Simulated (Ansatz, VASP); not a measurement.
## AlRu: VASP beside Ansatz

The input INCAR:

```
SYSTEM = AlRu
PREC = Accurate
ENCUT = 520
EDIFF = 1E-7
ISMEAR = 0
SIGMA = 0.1
LREAL = .False.
LASPH = .True.
NELM = 80
ALGO = Normal
ISIF = 2
LWAVE = .False.
LCHARG = .False.
GGA = PE
NBANDS = 16
```

The input KPOINTS:

```
regular mesh
0
Gamma
  18 18 18
  0 0 0
```

Contents of POSCAR:

```
AlRu
1.0
    3.0037273066      0.0000000000      0.0000000000
    0.0000000000      3.0037273066      0.0000000000
    0.0000000000      0.0000000000      3.0037273066
Al Ru
1 1
Direct
    0.0000000000      0.0000000000      0.0000000000
    0.5000000000      0.5000000000      0.5000000000
```

Input for Ansatz:

```yaml
crystal:
  lattice:
    - [3.0037273066, 0.0, 0.0]
    - [0.0, 3.0037273066, 0.0]
    - [0.0, 0.0, 3.0037273066]
  atoms:
    - { symbol: Al, position: [0.0, 0.0, 0.0] }
    - { symbol: Ru, position: [0.5, 0.5, 0.5] }
basis:
  ecutwfc: 420
kpoints:
  mp_grid: { grid: [18, 18, 18] }
  band_path:
    path:
      - [[0.0, 0.0, 0.0], [0.0, 0.5, 0.0], [0.5, 0.5, 0.0], [0.0, 0.0, 0.0], [0.5, 0.5, 0.5], [0.0, 0.5, 0.0]]
      - [[0.5, 0.5, 0.5], [0.5, 0.5, 0.0]]
    npoints: 14
hamiltonian:
  xc: pbe
scf:
  occupations: { method: gaussian, width: 0.1 }
  n_extra_bands: 6
output:
  forces: true
  stress: true
  eigenvalues: true
  populations: true
  dos: { projected: true, de: 0.02, nscf_kmesh: { grid: [22, 22, 22] } }
  bader: true
  write_density: true
  write_potential: true
  elf: true
  volumetric_format: npy
```

Alike in both runs: task single point; functional PBE; k mesh 18 × 18 × 18; occupations gaussian, width 0.1 eV; no spin polarisation.

```csv
,VASP,Ansatz
version,VASP 6.6.1,Ansatz 0.2.0
potentials or method,"VASP PAW PBE potentials, release 64 (Al, Ru_pv), cutoff 520 eV","scalar-relativistic, plane waves, PAW"
valence electrons in the cell,17,19
```

|  | VASP | Ansatz | Ansatz less VASP |
| --- | --- | --- | --- |
| gap on the k mesh at the Fermi level (eV) | none | none | - |
| pressure (GPa) | -0.1 | 0.0 | +0.04 |

A gap of «none» marks a metal or a gap that the smearing closes. With one functional, cell and mesh, what is left measures potentials, basis and numerics. VASP's potentials hold 17 valence electrons a cell and Ansatz's 19, so a difference there can come from the potentials and not from the codes.
